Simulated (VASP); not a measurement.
# PbS (I4/mmm) in VASP: notebook

The runs below take PbS through single point, with PBE.

All numbers are computed with VASP 6.6.1; they aren't measurements. Logs are shortened: lines on timing, memory, paths and dates and some standing lists are left out, and cuts for length are marked.

**1. The cell of the first run**

Symmetry: I4/mmm, No. 139, tetragonal system. Conventional cell: a = 4.151 Å, b = 4.151 Å, c = 5.930 Å, α = 90.00°, β = 90.00°, γ = 90.00°. Within 3.9 Å of Pb (site symmetry 4/mmm) lie 6 S at 2.94 to 2.96 Å. Within 3.9 Å of S (site symmetry 4/mmm) lie 6 Pb at 2.94 to 2.96 Å.

**2. Single point, PBE (equal xx and yy strain of -1 %)**

The input, INCAR:

```
ALGO = Normal ; EDIFF = 1E-6
ENCUT = 520 ; GGA = PE
ISIF = 2 ; ISMEAR = -1
LASPH = T ; LCHARG = F
LREAL = F ; LWAVE = F
NBANDS = 17 ; NELM = 80
PREC = Accurate ; SIGMA = 0.01
```

The input, KPOINTS:

```
k-points
0
Gamma
  8 8 8
```

The input, POSCAR:

```
PbS
1.0
    0.0000000000      2.9353500000      2.9650000000
    2.9353500000      0.0000000000      2.9650000000
    2.9353500000      2.9353500000      0.0000000000
Pb S
1 1
Direct
    0.0000000000      0.0000000000      0.0000000000
    0.5000000000      0.5000000000      0.5000000000
```

Potentials or basis: VASP PAW PBE potentials, release 64 (Pb_d, S).

On the command line:

```sh
> cat potpaw_PBE.64/Pb_d/POTCAR potpaw_PBE.64/S/POTCAR > POTCAR
> mpirun -np 1 vasp_std > vasp.out
```

OUTCAR:

```text
EDIFF = 1E-6
   ENCUT = 520
   GGA = PE
   ISIF = 2
   ISMEAR = -1
   LASPH = T
   LREAL = F
   NELM = 80
   PREC = Accurate

 ion  position               nearest neighbor table
   1  0.000  0.000  0.000-   2 2.94   2 2.94   2 2.94   2 2.94   2 2.96   2 2.96
   2  0.500  0.500  0.500-   1 2.94   1 2.94   1 2.94   1 2.94   1 2.96   1 2.96

  LATTYP: Found a body centered tetragonal cell.
 ALAT       =     4.1512117803
 C/A-ratio  =     1.4284985479

  Lattice vectors:

 A1 = (  -2.9353500000,   0.0000000000,   2.9650000000)
 A2 = (   2.9353500000,   0.0000000000,   2.9650000000)
 A3 = (   0.0000000000,   2.9353500000,  -2.9650000000)

Analysis of symmetry for initial positions (statically):
=====================================================================
 Subroutine PRICEL returns:
 Original cell was already a primitive cell.

 Routine SETGRP: Setting up the symmetry group for a
 body centered tetragonal supercell.

 Subroutine GETGRP returns: Found 16 space group operations
 (whereof 16 operations were pure point group operations)
 out of a pool of 16 trial point group operations.

The static configuration has the point symmetry D_4h.

Analysis of symmetry for dynamics (positions and initial velocities):
=====================================================================
 Subroutine PRICEL returns:
 Original cell was already a primitive cell.

 Routine SETGRP: Setting up the symmetry group for a
 body centered tetragonal supercell.

 Subroutine GETGRP returns: Found 16 space group operations
 (whereof 16 operations were pure point group operations)
 out of a pool of 16 trial point group operations.

The dynamic configuration has the point symmetry D_4h.

 Subroutine INISYM returns: Found 16 space group operations
 (whereof 16 operations are pure point group operations),
 and found     1 'primitive' translations

----------------------------------------------------------------------------------------

                                     Primitive cell

  volume of cell :      51.0945

  direct lattice vectors                    reciprocal lattice vectors
     0.000000000  2.935350000  2.965000000    -0.170337438  0.170337438  0.168634064
     2.935350000  0.000000000  2.965000000     0.170337438 -0.170337438  0.168634064
     2.935350000  2.935350000  0.000000000     0.170337438  0.170337438 -0.168634064

  length of vectors
     4.172230174  4.172230174  4.151211780     0.294052943  0.294052943  0.294052943

  position of ions in fractional coordinates (direct lattice)
     0.000000000  0.000000000  0.000000000
     0.500000000  0.500000000  0.500000000

  ion indices of the primitive-cell ions
   primitive index   ion index
                 1           1
                 2           2

----------------------------------------------------------------------------------------

 KPOINTS: k-points

Automatic generation of k-mesh.
 Grid dimensions read from file:
 generate k-points for:    8    8    8

 Generating k-lattice:

  Cartesian coordinates                     Fractional coordinates (reciprocal lattice)
    -0.021292180  0.021292180  0.021079258     0.125000000 -0.000000000  0.000000000
     0.021292180 -0.021292180  0.021079258    -0.000000000  0.125000000  0.000000000
     0.021292180  0.021292180 -0.021079258     0.000000000  0.000000000  0.125000000

  Length of vectors
     0.036756618  0.036756618  0.036756618

  Shift w.r.t. Gamma in fractional coordinates (k-lattice)
     0.000000000  0.000000000  0.000000000

 Subroutine IBZKPT returns following result:
 ===========================================

 Found     59 irreducible k-points:

 Following reciprocal coordinates:
            Coordinates               Weight
  0.000000  0.000000  0.000000      1.000000
  0.125000  0.000000  0.000000      8.000000
  0.250000  0.000000  0.000000      8.000000
  0.375000  0.000000  0.000000      8.000000
  0.500000  0.000000  0.000000      4.000000
  0.125000  0.125000  0.000000      2.000000
[... 16 lines left out ...]
  0.250000  0.000000  0.125000     16.000000
  0.375000  0.000000  0.125000     16.000000
 [... further k-points ...]
   k-points           NKPTS =     59   k-points in BZ     NKDIM =     59   number of bands    NBANDS=     17
   number of dos      NEDOS =    301   number of ions     NIONS =      2
   total plane-waves  NPLWV =  32768
   dimension x,y,z NGX =    32 NGY =   32 NGZ =   32
   dimension x,y,z NGXF=    64 NGYF=   64 NGZF=   64
   ions per type =               1   1
   NGX,Y,Z   is equivalent  to a cutoff of  12.75, 12.75, 12.82 a.u.
   NGXF,Y,Z  is equivalent  to a cutoff of  25.50, 25.50, 25.63 a.u.
 SYSTEM =  unknown system
   PREC   = accura    normal or accurate (medium, high low for compatibility)
   ISTART =      0    job   : 0-new  1-cont  2-samecut
   ICHARG =      2    charge: 1-file 2-atom 10-const
   ISPIN  =      1    spin polarized calculation?
   LNONCOLLINEAR =      F non collinear calculations
   LSORBIT =      F    spin-orbit coupling
   LASPH  =      T    aspherical Exc in radial PAW
   ENCUT  =  520.0 eV  38.22 Ry    6.18 a.u.   7.76  7.76  7.72*2*pi/ulx,y,z
   NELM   =     80;   NELMIN=  2; NELMDL= -5     # of ELM steps
   EDIFF  = 0.1E-05   stopping-criterion for ELM
   LREAL  =      F    real-space projection
   EDIFFG = 0.1E-04   stopping-criterion for IOM
   NSW    =      0    number of steps for IOM
   IBRION =     -1    ionic relax: 0-MD 1-quasi-New 2-CG
   NFREE  =      0    steps in history (QN), initial steepest desc. (CG)
   ISIF   =      2    stress and relaxation
   ISYM   =      2    0-nonsym 1-usesym 2-fastsym
   POTIM  = 0.5000    time-step for ionic-motion
   TEBEG  =    0.0;   TEEND  =   0.0 temperature during run
   PSTRESS=    0.0 pullay stress
   NELECT =      20.0000    total number of electrons
   NUPDOWN=      -1.0000    fix difference up-down
   EMIN   =  10.00;   EMAX   =-10.00  energy-range for DOS
   EFERMI =   0.00;   METHOD = LEGACY
   ISMEAR =    -1;   SIGMA  =   0.01  broadening in eV -4-tet -1-fermi 0-gaus
   EFERMI_NEDOS =   21; number of points for ismear=-14 and -15
   IALGO  =     38    algorithm
   IMIX   =      4    mixing-type and parameters
     AMIX     =   0.40;   BMIX     =  1.00
     AMIX_MAG =   1.60;   BMIX_MAG =  1.00
  volume/ion in A,a.u.               =      25.55       172.40
  Fermi-wavevector in a.u.,A,eV,Ry     =   1.197549  2.263040 19.512440  1.434124
  Thomas-Fermi vector in A             =   2.333461
   LORBIT       =      0    0 simple, 1 ext, 2 COOP (PROOUT), +10 PAW based schemes
   GGA     = PE    functional components
   LHFCALC =     F    Hartree Fock is set to
   AEXX    =    0.0000 exact exchange contribution
   IVDW    =     0    specifies the selected vdW correction
   LEPSILON=     F    determine dielectric tensor
   LRPA    =     F    only Hartree local field effects (RPA)
 non-spin polarized calculation
  energy-cutoff  :      520.00
  volume of cell :       51.09
 maximum number of plane-waves:      1399
   NGX = 15   NGY = 15   NGZ = 15

 number of electron      19.9999996 magnetization

 Free energy of the ion-electron system (eV)
  ---------------------------------------------------
  ext. energy  EPLUGINS =         0.00000000
  ---------------------------------------------------
  free energy    TOTEN  =        -8.73505036 eV

  energy without entropy =       -8.73505036  energy(sigma->0) =       -8.73505036

 E-fermi :   6.2693     XC(G=0):  -9.7808

 val. band max:        6.1283370040   @ k =   0.5000   0.0000   0.0000
 cond. band min:       6.4102753063   @ k =   0.5000   0.0000   0.0000
 fundamental gap:      0.2819383023
 Fermi energy:         6.2692677025

 k-point     1 :       0.0000    0.0000    0.0000
  band No.  band energies     occupation
      1     -10.7598      2.00000
      2     -10.7598      2.00000
      3     -10.7575      2.00000
      4     -10.7470      2.00000
      5     -10.7396      2.00000
      6      -7.6889      2.00000
[... 9 lines left out ...]
     16      12.7973      0.00000
     17      14.6964      0.00000

 k-point     2 :       0.1250    0.0000    0.0000
  band No.  band energies     occupation
      1     -10.7589      2.00000
      2     -10.7564      2.00000
      3     -10.7561      2.00000
      4     -10.7461      2.00000
      5     -10.7411      2.00000
      6      -7.5513      2.00000
[... 9 lines left out ...]
     16      13.1723      0.00000
     17      15.9246      0.00000

 k-point     3 :       0.2500    0.0000    0.0000
  band No.  band energies     occupation
      1     -10.7660      2.00000
      2     -10.7623      2.00000
      3     -10.7571      2.00000
      4     -10.7306      2.00000
      5     -10.7300      2.00000
      6      -7.1681      2.00000
[... 9 lines left out ...]
     16      14.0174      0.00000
     17      18.0119      0.00000

 k-point     4 :       0.3750    0.0000    0.0000
  band No.  band energies     occupation
      1     -10.7771      2.00000
      2     -10.7734      2.00000
      3     -10.7565      2.00000
      4     -10.7146      2.00000
      5     -10.7122      2.00000
      6      -6.6674      2.00000
[... 9 lines left out ...]
     16      15.2614      0.00000
     17      17.9803      0.00000
[... 343 lines left out ...]
      1     -10.7640      2.00000
      2     -10.7553      2.00000
      3     -10.7509      2.00000
      4     -10.7479      2.00000
      5     -10.7406      2.00000
      6      -7.5014      2.00000
[... 9 lines left out ...]
     16      13.9794      0.00000
     17      15.2872      0.00000

 k-point    23 :       0.2500    0.0000    0.1250
  band No.  band energies     occupation
      1     -10.7735      2.00000
      2     -10.7638      2.00000
      3     -10.7508      2.00000
      4     -10.7383      2.00000
      5     -10.7272      2.00000
      6      -7.1916      2.00000
[... 9 lines left out ...]
     16      14.7699      0.00000
     17      16.5910      0.00000

 k-point    24 :       0.3750    0.0000    0.1250
  band No.  band energies     occupation
      1     -10.7897      2.00000
      2     -10.7614      2.00000
      3     -10.7581      2.00000
      4     -10.7269      2.00000
      5     -10.7102      2.00000
      6      -6.7146      2.00000
[... 9 lines left out ...]
     16      15.8345      0.00000
     17      17.8908      0.00000

 [... further k-points ...]
[... 5 lines left out ...]
  --------------------------------------------------------------------------------------
  -------------------------------------------------------------------------------------
  Total        1.2730368      1.2730368      0.8197007      0.0000000      0.0000000      0.0000000
  in kB       39.9187615     39.9187615     25.7034494      0.0000000      0.0000000      0.0000000
  external PRESSURE =      35.1803241 kB  Pullay stress =       0.0000000 kB

 VOLUME and BASIS-vectors are now :
 -----------------------------------------------------------------------------
  energy-cutoff  :      520.00
  volume of cell :       51.09
      direct lattice vectors                 reciprocal lattice vectors
     0.000000000  2.935350000  2.965000000    -0.170337438  0.170337438  0.168634064
     2.935350000  0.000000000  2.965000000     0.170337438 -0.170337438  0.168634064
     2.935350000  2.935350000  0.000000000     0.170337438  0.170337438 -0.168634064

 POSITION                                       TOTAL-FORCE (eV/Angst)
 -----------------------------------------------------------------------------------
      0.00000      0.00000      0.00000         0.000000      0.000000     -0.000000
      2.93535      2.93535      2.96500        -0.000000     -0.000000      0.000000
 -----------------------------------------------------------------------------------
    total drift:                                0.000000     -0.000000     -0.000000

  FREE ENERGIE OF THE ION-ELECTRON SYSTEM (eV)
  ---------------------------------------------------
  free  energy   TOTEN  =        -8.7350503607 eV

  energy  without entropy=       -8.7350503572  energy(sigma->0) =       -8.73505036
```

Wall time 33 s (1 thread of AMD EPYC 7R43 (Zen 3), shared host); peak memory 0.17 GiB.

What came out:

```
Free energy            : -8.7351 eV
Pressure               : 3.5 GPa
Band gap on the k mesh : 0.28 eV, direct
```

Caveat: the cell differs from its parent crystal (equal xx and yy strain of -1 %); spin-orbit coupling is left out, which moves the levels of the heavy elements. A k mesh can miss the band edges.

**3. Single point, PBE (zz strain of -1 %)**

The input, INCAR:

```
PREC     = Accurate       # precision mode
ENCUT    = 520            # plane-wave cutoff, eV
EDIFF    = 1E-6           # SCF threshold, eV
ISMEAR   = -1             # smearing method
SIGMA    = 0.01           # smearing width, eV
LREAL    = False          # projectors in reciprocal space
LASPH    = True           # aspherical terms in the spheres
NELM     = 80             # most SCF steps
ALGO     = Normal         # electronic algorithm
ISIF     = 2              # what is computed and relaxed
LWAVE    = False          # write WAVECAR
LCHARG   = True           # write CHGCAR
GGA      = PE             # functional
LELF     = True           # ELF
LVHAR    = True         
NBANDS   = 17             # bands
```

The input, KPOINTS:

```
Automatic mesh
0
Gamma
  8 8 8
```

The input, POSCAR:

```
PbS
1.0
    0.0000000000      2.9650000000      2.9353500000
    2.9650000000      0.0000000000      2.9353500000
    2.9650000000      2.9650000000      0.0000000000
Pb S
1 1
Direct
    0.0000000000      0.0000000000      0.0000000000
    0.5000000000      0.5000000000      0.5000000000
```

Potentials or basis: VASP PAW PBE potentials, release 64 (Pb_d, S).

On the command line:

```sh
> cat potpaw_PBE.64/Pb_d/POTCAR potpaw_PBE.64/S/POTCAR > POTCAR
> mpirun -np 1 vasp_std > vasp.out
```

It took 33 s on 1 thread of AMD EPYC 7R43 (Zen 3), shared host; peak memory 0.16 GiB.

The run converged. Its results:

| Property | Result |
| --- | --- |
| Free energy | -8.7455 eV |
| Pressure | 2.8 GPa |
| Band gap on the k mesh | 0.32 eV, direct |

Stress tensor (GPa, compression positive):
```
2.38 0.00 0.00
0.00 2.38 0.00
0.00 0.00 3.79
```

Levels at points of the mesh, in eV from the valence-band top:
```csv
k point,band 8,band 9,band 10,band 11,band 12,band 13
"(0.00, 0.00, 0.00)",-2.30,-2.22,-2.22,5.15,5.15,5.39
"(0.50, 0.00, 0.00)",-1.85,-1.83,0.00,0.32,1.89,1.96
"(0.50, 0.50, 0.00)",-5.32,-3.54,-3.54,3.77,5.67,5.67
"(0.50, 0.00, 0.50)",-5.30,-3.57,-3.47,3.81,5.56,5.62
```

Caveat: the cell differs from its parent crystal (zz strain of -1 %); spin-orbit coupling is left out, which moves the levels of the heavy elements. A k mesh can miss the band edges.

**4. Single point, PBE (zz strain of +1 %)**

The input, INCAR:

```
PREC = Accurate
ENCUT = 520
EDIFF = 1E-6
ISMEAR = -1
SIGMA = 0.01
LREAL = F
LASPH = T
NELM = 60
ALGO = Normal
ISIF = 2
LWAVE = F
LCHARG = F
GGA = PE
NBANDS = 17
```

KPOINTS is that of step 3.

The input, POSCAR:

```
PbS
1.0
    0.0000000000      2.9650000000      2.9946500000
    2.9650000000      0.0000000000      2.9946500000
    2.9650000000      2.9650000000      0.0000000000
Pb S
1 1
Direct
    0.0000000000      0.0000000000      0.0000000000
    0.5000000000      0.5000000000      0.5000000000
```

On the command line:

```sh
> cat potpaw_PBE.64/Pb_d/POTCAR potpaw_PBE.64/S/POTCAR > POTCAR
> mpirun -np 1 vasp_std > vasp.out
```

Wall time 36 s (1 thread of AMD EPYC 7R43 (Zen 3), shared host); peak memory 0.17 GiB.

The run converged. Its results:

```
Free energy            : -8.7606 eV
Pressure               : 1.6 GPa
Band gap on the k mesh : 0.40 eV, direct
```

Stress tensor (GPa, compression positive):
```
2.01 0.00 0.00
0.00 2.01 0.00
0.00 0.00 0.78
```

Levels at points of the mesh, in eV from the valence-band top:
| k point | band 6 | band 7 | band 8 | band 9 | band 10 | band 11 | band 12 | band 13 | band 14 | band 15 |
| --- | --- | --- | --- | --- | --- | --- | --- | --- | --- | --- |
| (0.00, 0.00, 0.00) | -13.51 | -6.04 | -2.15 | -2.15 | -2.07 | 5.05 | 5.27 | 5.27 | 6.72 | 6.78 |
| (0.50, 0.00, 0.00) | -12.29 | -8.79 | -1.75 | -1.73 | 0.00 | 0.39 | 1.96 | 2.02 | 8.66 | 10.12 |
| (0.50, 0.50, 0.00) | -11.91 | -7.15 | -5.10 | -3.36 | -3.36 | 3.94 | 5.48 | 5.70 | 5.70 | 11.18 |
| (0.50, 0.00, 0.50) | -11.85 | -7.20 | -5.12 | -3.43 | -3.33 | 3.90 | 5.53 | 5.59 | 5.74 | 11.15 |

Caveat: the cell differs from its parent crystal (zz strain of +1 %); spin-orbit coupling is left out, which moves the levels of the heavy elements.

**5. Single point, PBE (zz strain of +2 %)**

The input, INCAR:

```
PREC     = Accurate       # precision mode
ENCUT    = 520            # plane-wave cutoff, eV
EDIFF    = 1E-6           # SCF threshold, eV
ISMEAR   = -1             # smearing method
SIGMA    = 0.01           # smearing width, eV
LREAL    = F              # projectors in reciprocal space
LASPH    = T              # aspherical terms in the spheres
NELM     = 100            # most SCF steps
ALGO     = Normal         # electronic algorithm
ISIF     = 2              # what is computed and relaxed
LWAVE    = F              # write WAVECAR
LCHARG   = T              # write CHGCAR
GGA      = PE             # functional
LELF     = T              # ELF
LVHAR    = T            
NBANDS   = 17             # bands
```

The input, KPOINTS:

```
regular mesh
0
Gamma
  8 8 8
```

The input, POSCAR:

```
PbS
1.0
    0.0000000000      2.9650000000      3.0243000000
    2.9650000000      0.0000000000      3.0243000000
    2.9650000000      2.9650000000      0.0000000000
Pb S
1 1
Direct
    0.0000000000      0.0000000000      0.0000000000
    0.5000000000      0.5000000000      0.5000000000
```

On the command line:

```sh
> cat potpaw_PBE.64/Pb_d/POTCAR potpaw_PBE.64/S/POTCAR > POTCAR
> mpirun -np 1 vasp_std > vasp.out
```

It took 44 s on 1 thread of AMD EPYC 7R43 (Zen 3), shared host; peak memory 0.17 GiB.

Results (log left out):

* Free energy: -8.7613 eV
* Pressure: 1.1 GPa
* Band gap on the k mesh: 0.42 eV, direct

Stress tensor (GPa, compression positive):
```
 1.82  0.00  0.00
 0.00  1.82  0.00
 0.00  0.00 -0.46
```

Levels at points of the mesh, in eV from the valence-band top:
| k point | band 7 | band 8 | band 9 | band 10 | band 11 | band 12 | band 13 | band 14 |
| --- | --- | --- | --- | --- | --- | --- | --- | --- |
| (0.00, 0.00, 0.00) | -6.06 | -2.12 | -2.12 | -1.96 | 4.88 | 5.32 | 5.32 | 6.71 |
| (0.50, 0.00, 0.00) | -8.73 | -1.71 | -1.67 | 0.00 | 0.42 | 1.96 | 2.07 | 8.65 |
| (0.50, 0.50, 0.00) | -7.09 | -5.00 | -3.28 | -3.28 | 4.01 | 5.37 | 5.70 | 5.70 |
| (0.50, 0.00, 0.50) | -7.19 | -5.04 | -3.42 | -3.22 | 3.93 | 5.38 | 5.60 | 5.80 |

Caveat: the cell differs from its parent crystal (zz strain of +2 %); spin-orbit coupling is left out, which moves the levels of the heavy elements. A k mesh can miss the band edges.

(Part 1 of 2 ends here.)
